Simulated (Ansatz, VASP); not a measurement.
# LiCl: VASP beside Ansatz

```xyz
2
Lattice="0.0000 2.5648 2.6417 2.5648 0.0000 2.6417 2.5648 2.5648 0.0000" Properties=species:S:1:pos:R:3 pbc="T T T"
Li    0.0000    0.0000    0.0000
Cl    2.5648    2.5648    2.6417
```

Change from the starting cell: strain +0.0300 x Voigt [0, 0, 1, 0, 0, 0], atoms carried along.

Alike in both runs: task single point; functional PBE; k mesh 8 × 8 × 8; occupations gaussian, width 0.05 eV; no spin polarisation.

|  | VASP | Ansatz |
| --- | --- | --- |
| version | VASP 6.6.1 | Ansatz 0.2.0 |
| potentials or method | VASP PAW PBE potentials, release 64 (Li_sv, Cl), cutoff 520 eV | scalar-relativistic, plane waves, PAW |
| valence electrons in the cell | 10 | 10 |

Ansatz gave:

| Property | Result |
| --- | --- |
| gap on the k mesh at the Fermi level (eV) | 6.12 |
| least direct gap on the mesh (eV) | 6.12 |

Task: Estimate VASP's values.

Result: gap on the k mesh at the Fermi level (eV): 6.13; least direct gap on the mesh (eV): 6.13.

Noted on VASP's run: the cutoff is short for stress, so the pressure is rough.
